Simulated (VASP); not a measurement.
# Ho4S in VASP: further runs

The runs below take Ho4S through single point, with PBE.

Everything below comes from runs of VASP 6.6.1. Logs are shortened: lines on timing, memory, paths and dates and some standing lists are left out, and cuts for length are marked.

### 1 The cell of the first run

The typed cell holds 5 atoms: a = 6.526 Å, b = 6.526 Å, c = 3.270 Å, α = 90.00°, β = 90.00°, γ = 90.00°.

The cell was generated, and may not be a known phase.

### 2 Single point, PBE

INCAR reads:

```
PREC     = Accurate       # precision mode
ENCUT    = 500            # plane-wave cutoff, eV
EDIFF    = 1E-6           # SCF threshold, eV
ISMEAR   = 0              # smearing method
SIGMA    = 0.2            # smearing width, eV
LREAL    = False          # projectors in reciprocal space
LASPH    = True           # aspherical terms in the spheres
NELM     = 200            # most SCF steps
ALGO     = Normal         # electronic algorithm
ISIF     = 2              # what is computed and relaxed
LWAVE    = False          # write WAVECAR
LCHARG   = False          # write CHGCAR
GGA      = PE             # functional
NBANDS   = 29             # bands
GGA_COMPAT= False        
LMAXMIX  = 6              # l up to which the mixer works
```

KPOINTS reads:

```
Automatic mesh
0
Gamma
  3 3 3
```

POSCAR reads:

```
Ho4S
1.0
    6.5262293020      0.0000000000      0.0000000000
    0.0000000000      6.5262293020      0.0000000000
    0.0000000000      0.0000000000      3.2695064330
Ho S
4 1
Direct
    0.7515934330      0.7515934330      0.4081632021
    0.2484065670      0.2484065670      0.4081632021
    0.2484065670      0.7515934330      0.4081632021
    0.7515934330      0.2484065670      0.4081632021
    0.0000000000      0.0000000000     -0.0918804882
```

Potentials or basis: VASP PAW PBE potentials, release 64 (Ho_3, S), 4f in core.

The run is started by

```bash
cat potpaw_PBE.64/Ho_3/POTCAR potpaw_PBE.64/S/POTCAR > POTCAR
mpirun -np 1 vasp_std > vasp.out
```

OUTCAR:

```text
PREC = Accurate
   ENCUT = 500
   EDIFF = 1E-6
   ISMEAR = 0
   LREAL = False
   LASPH = True
   NELM = 200
   ISIF = 2
   GGA = PE

 ion  position               nearest neighbor table
   1  0.752  0.752  0.408-   5 2.82   5 2.82   3 3.24   4 3.24   4 3.28   3 3.28
   2  0.248  0.248  0.408-   5 2.82   5 2.82   3 3.24   4 3.24   4 3.28   3 3.28
   3  0.248  0.752  0.408-   5 2.82   5 2.82   1 3.24   2 3.24   1 3.28   2 3.28
   4  0.752  0.248  0.408-   5 2.82   5 2.82   1 3.24   2 3.24   1 3.28   2 3.28
   5  0.000  0.000  0.908-   1 2.82   2 2.82   3 2.82   4 2.82   1 2.82   2 2.82   3 2.82   4 2.82

  LATTYP: Found a simple tetragonal cell.
 ALAT       =     6.5262293020
 C/A-ratio  =     0.5009793989

  Lattice vectors:

 A1 = (   6.5262293020,   0.0000000000,   0.0000000000)
 A2 = (   0.0000000000,   6.5262293020,   0.0000000000)
 A3 = (   0.0000000000,   0.0000000000,   3.2695064330)

Analysis of symmetry for initial positions (statically):
=====================================================================
 Subroutine PRICEL returns:
 Original cell was already a primitive cell.

 Routine SETGRP: Setting up the symmetry group for a
 simple tetragonal supercell.

 Subroutine GETGRP returns: Found  8 space group operations
 (whereof  8 operations were pure point group operations)
 out of a pool of 16 trial point group operations.

The static configuration has the point symmetry C_4v.

Analysis of symmetry for dynamics (positions and initial velocities):
=====================================================================
 Subroutine PRICEL returns:
 Original cell was already a primitive cell.

 Routine SETGRP: Setting up the symmetry group for a
 simple tetragonal supercell.

 Subroutine GETGRP returns: Found  8 space group operations
 (whereof  8 operations were pure point group operations)
 out of a pool of 16 trial point group operations.

The dynamic configuration has the point symmetry C_4v.

 Subroutine INISYM returns: Found  8 space group operations
 (whereof  8 operations are pure point group operations),
 and found     1 'primitive' translations

----------------------------------------------------------------------------------------

                                     Primitive cell

  volume of cell :     139.2537

  direct lattice vectors                    reciprocal lattice vectors
     6.526229302  0.000000000  0.000000000     0.153227837  0.000000000  0.000000000
     0.000000000  6.526229302  0.000000000     0.000000000  0.153227837  0.000000000
     0.000000000  0.000000000  3.269506433     0.000000000  0.000000000  0.305856563

  length of vectors
     6.526229302  6.526229302  3.269506433     0.153227837  0.153227837  0.305856563

  position of ions in fractional coordinates (direct lattice)
     0.751593433  0.751593433  0.408163202
     0.248406567  0.248406567  0.408163202
     0.248406567  0.751593433  0.408163202
     0.751593433  0.248406567  0.408163202
     0.000000000  0.000000000  0.908119512

  ion indices of the primitive-cell ions
   primitive index   ion index
                 1           1
                 2           2
                 3           3
                 4           4
                 5           5

----------------------------------------------------------------------------------------

 KPOINTS: Automatic mesh

Automatic generation of k-mesh.
 Grid dimensions read from file:
 generate k-points for:    3    3    3

 Generating k-lattice:

  Cartesian coordinates                     Fractional coordinates (reciprocal lattice)
     0.051075946  0.000000000  0.000000000     0.333333333  0.000000000  0.000000000
     0.000000000  0.051075946  0.000000000     0.000000000  0.333333333  0.000000000
     0.000000000  0.000000000  0.101952188     0.000000000  0.000000000  0.333333333

  Length of vectors
     0.051075946  0.051075946  0.101952188

  Shift w.r.t. Gamma in fractional coordinates (k-lattice)
     0.000000000  0.000000000  0.000000000

 Subroutine IBZKPT returns following result:
 ===========================================

 Found      6 irreducible k-points:

 Following reciprocal coordinates:
            Coordinates               Weight
  0.000000  0.000000  0.000000      1.000000
  0.333333  0.000000  0.000000      4.000000
  0.333333  0.333333  0.000000      4.000000
  0.000000  0.000000  0.333333      2.000000
  0.333333  0.000000  0.333333      8.000000
  0.333333  0.333333  0.333333      8.000000
   k-points           NKPTS =      6   k-points in BZ     NKDIM =      6   number of bands    NBANDS=     29
   number of dos      NEDOS =    301   number of ions     NIONS =      5
   total plane-waves  NPLWV =  55296
   dimension x,y,z NGX =    48 NGY =   48 NGZ =   24
   dimension x,y,z NGXF=    96 NGYF=   96 NGZF=   48
   ions per type =               4   1
   NGX,Y,Z   is equivalent  to a cutoff of  12.23, 12.23, 12.20 a.u.
   NGXF,Y,Z  is equivalent  to a cutoff of  24.45, 24.45, 24.41 a.u.
 SYSTEM =  unknown system
   PREC   = accura    normal or accurate (medium, high low for compatibility)
   ISTART =      0    job   : 0-new  1-cont  2-samecut
   ICHARG =      2    charge: 1-file 2-atom 10-const
   ISPIN  =      1    spin polarized calculation?
   LNONCOLLINEAR =      F non collinear calculations
   LSORBIT =      F    spin-orbit coupling
   LASPH  =      T    aspherical Exc in radial PAW
   ENCUT  =  500.0 eV  36.75 Ry    6.06 a.u.  11.90 11.90  5.96*2*pi/ulx,y,z
   NELM   =    200;   NELMIN=  2; NELMDL= -5     # of ELM steps
   EDIFF  = 0.1E-05   stopping-criterion for ELM
   LREAL  =      F    real-space projection
   EDIFFG = 0.1E-04   stopping-criterion for IOM
   NSW    =      0    number of steps for IOM
   IBRION =     -1    ionic relax: 0-MD 1-quasi-New 2-CG
   NFREE  =      0    steps in history (QN), initial steepest desc. (CG)
   ISIF   =      2    stress and relaxation
   ISYM   =      2    0-nonsym 1-usesym 2-fastsym
   POTIM  = 0.5000    time-step for ionic-motion
   TEBEG  =    0.0;   TEEND  =   0.0 temperature during run
   PSTRESS=    0.0 pullay stress
   NELECT =      42.0000    total number of electrons
   NUPDOWN=      -1.0000    fix difference up-down
   EMIN   =  10.00;   EMAX   =-10.00  energy-range for DOS
   EFERMI =   0.00;   METHOD = LEGACY
   ISMEAR =     0;   SIGMA  =   0.20  broadening in eV -4-tet -1-fermi 0-gaus
   EFERMI_NEDOS =   21; number of points for ismear=-14 and -15
   IALGO  =     38    algorithm
   IMIX   =      4    mixing-type and parameters
     AMIX     =   0.40;   BMIX     =  1.00
     AMIX_MAG =   1.60;   BMIX_MAG =  1.00
  volume/ion in A,a.u.               =      27.85       187.95
  Fermi-wavevector in a.u.,A,eV,Ry     =   1.097882  2.074696 16.399711  1.205345
  Thomas-Fermi vector in A             =   2.234250
   LORBIT       =      0    0 simple, 1 ext, 2 COOP (PROOUT), +10 PAW based schemes
   GGA     = PE    functional components
   LHFCALC =     F    Hartree Fock is set to
   AEXX    =    0.0000 exact exchange contribution
   IVDW    =     0    specifies the selected vdW correction
   LEPSILON=     F    determine dielectric tensor
   LRPA    =     F    only Hartree local field effects (RPA)
 non-spin polarized calculation
 Gauss-broadening in eV      SIGMA  =   0.20
  energy-cutoff  :      500.00
  volume of cell :      139.25
 maximum number of plane-waves:      3548
 NGX is ok and might be reduce to    48
   NGX = 23   NGY = 23   NGZ = 11

 number of electron      42.0000001 magnetization

 Free energy of the ion-electron system (eV)
  ---------------------------------------------------
  ext. energy  EPLUGINS =         0.00000000
  ---------------------------------------------------
  free energy    TOTEN  =       -23.42543377 eV

  energy without entropy =      -23.26039242  energy(sigma->0) =      -23.34291309

 E-fermi :   3.7392     XC(G=0):  -9.9141

 val. band max:        3.6097529249   @ k =   0.3333   0.0000   0.3333
 cond. band min:       3.7406594071   @ k =   0.0000   0.0000   0.0000
 fundamental gap:      0.1309064822
 Fermi energy:         3.7392084033

 k-point     1 :       0.0000    0.0000    0.0000
  band No.  band energies     occupation
      1     -21.0394      2.00000
      2     -20.8454      2.00000
      3     -20.8187      2.00000
      4     -20.8187      2.00000
      5     -20.2301      2.00000
      6     -20.1942      2.00000
[... 21 lines left out ...]
     28       6.7034      0.00000
     29       6.7967      0.00000

 k-point     2 :       0.3333    0.0000    0.0000
  band No.  band energies     occupation
      1     -20.9624      2.00000
      2     -20.8489      2.00000
      3     -20.7261      2.00000
      4     -20.6591      2.00000
      5     -20.3812      2.00000
      6     -20.3187      2.00000
[... 21 lines left out ...]
     28       6.4859      0.00000
     29       6.9571      0.00000

 k-point     3 :       0.3333    0.3333    0.0000
  band No.  band energies     occupation
      1     -20.8396      2.00000
      2     -20.6979      2.00000
      3     -20.6787      2.00000
      4     -20.6586      2.00000
      5     -20.3803      2.00000
      6     -20.3640      2.00000
[... 21 lines left out ...]
     28       6.3534      0.00000
     29       6.8371      0.00000

 k-point     4 :       0.0000    0.0000    0.3333
  band No.  band energies     occupation
      1     -20.9271      2.00000
      2     -20.7824      2.00000
      3     -20.7749      2.00000
      4     -20.7459      2.00000
      5     -20.7459      2.00000
      6     -20.6717      2.00000
[... 21 lines left out ...]
     28       6.5022      0.00000
     29       6.8572      0.00000

 k-point     5 :       0.3333    0.0000    0.3333
  band No.  band energies     occupation
      1     -20.8610      2.00000
      2     -20.7741      2.00000
      3     -20.7569      2.00000
      4     -20.6979      2.00000
      5     -20.6531      2.00000
      6     -20.6527      2.00000
[... 21 lines left out ...]
     28       6.3305      0.00000
     29       6.3567      0.00000

 k-point     6 :       0.3333    0.3333    0.3333
  band No.  band energies     occupation
      1     -20.7660      2.00000
      2     -20.7094      2.00000
      3     -20.6769      2.00000
      4     -20.6766      2.00000
      5     -20.6350      2.00000
      6     -20.6126      2.00000
[... 21 lines left out ...]
     28       6.1882      0.00000
     29       6.2649      0.00000

------------------------ aborting loop because EDIFF is reached ----------------------------------------

  FORCE on cell =-STRESS in cart. coord.  units (eV):
  Direction    XX          YY          ZZ          XY          YZ          ZX
  --------------------------------------------------------------------------------------
  -------------------------------------------------------------------------------------
  Total        0.5883413      0.5883413      0.1311296      0.0000000      0.0000000      0.0000000
  in kB        6.7691336      6.7691336      1.5087056      0.0000000      0.0000000      0.0000000
  external PRESSURE =       5.0156576 kB  Pullay stress =       0.0000000 kB

 VOLUME and BASIS-vectors are now :
 -----------------------------------------------------------------------------
  energy-cutoff  :      500.00
  volume of cell :      139.25
      direct lattice vectors                 reciprocal lattice vectors
     6.526229302  0.000000000  0.000000000     0.153227837  0.000000000  0.000000000
     0.000000000  6.526229302  0.000000000     0.000000000  0.153227837  0.000000000
     0.000000000  0.000000000  3.269506433     0.000000000  0.000000000  0.305856563

 POSITION                                       TOTAL-FORCE (eV/Angst)
 -----------------------------------------------------------------------------------
      4.90507      4.90507      1.33449        -0.019746     -0.019746     -0.000237
      1.62116      1.62116      1.33449         0.019746      0.019746     -0.000237
      1.62116      4.90507      1.33449         0.019746     -0.019746     -0.000237
      4.90507      1.62116      1.33449        -0.019746      0.019746     -0.000237
      0.00000      0.00000      2.96910         0.000000     -0.000000      0.000947
 -----------------------------------------------------------------------------------
    total drift:                                0.000000      0.000000     -0.000036

  FREE ENERGIE OF THE ION-ELECTRON SYSTEM (eV)
  ---------------------------------------------------
  free  energy   TOTEN  =       -23.4254337670 eV

  energy  without entropy=      -23.2603924185  energy(sigma->0) =      -23.34291309
```

Run time: 28 s. Hardware: 1 thread of Intel Xeon Platinum 8175M at 2.50GHz (Skylake/Cascade Lake), shared host; peak memory 0.23 GiB.

Results:

* Free energy: -23.4254 eV
* Pressure: 0.5 GPa
* Largest force: 0.028 eV/Å
* Band gap on the k mesh: zero (bands 21 and 22 overlap by 0.91 eV)

Forces on the atoms (eV/Å):
```
Ho  -0.020 -0.020  0.000
Ho   0.020  0.020  0.000
Ho   0.020 -0.020  0.000
Ho  -0.020  0.020  0.000
S    0.000  0.000  0.001
```

Stress tensor (GPa, compression positive):
```
0.68 0.00 0.00
0.00 0.68 0.00
0.00 0.00 0.15
```

Caveat: the k points lie up to 0.64 Å⁻¹ apart, too coarse for converged energies and pressures of a metal; spin-orbit coupling is left out, which moves the levels of the heavy elements; the 4f electrons are frozen in the core, so they carry no moment and show no levels; the run has no spin polarisation, though such a crystal can be magnetic.

(Continued in part 2 of 2.)

The gap in the log of VASP goes by the Fermi energy; the results here count the filled bands.